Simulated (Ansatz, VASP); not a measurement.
Sr in VASP and in Ansatz

```
Sr
1.0
     3.90272    0.00000    0.00000
     0.00000    3.90272    0.00000
     0.00000    0.00000    3.90272
Sr
1
Cartesian
  0.0000 0.0000 0.0000
```

Alike in both runs: task relaxation of cell and atoms; functional PBE; k mesh 10 × 10 × 10; occupations fermi-dirac, width 0.05 eV; no spin polarisation.

|  | VASP | Ansatz |
| --- | --- | --- |
| version | VASP 6.6.1 | Ansatz 0.2.0 |
| potentials or method | VASP PAW PBE potentials, release 64 (Sr_sv) | PAW with Ansatz's default frozen-core files, scalar-relativistic |
| plane-wave cutoff (eV) | 600 | 420 |
| valence electrons in the cell | 10 | 10 |

```csv
,VASP,Ansatz,Ansatz less VASP
relaxed volume (Å³/atom),57.24,57.03,-0.210
relaxed cell length with the largest relative difference (Å),3.854,3.849,-0.0047
```
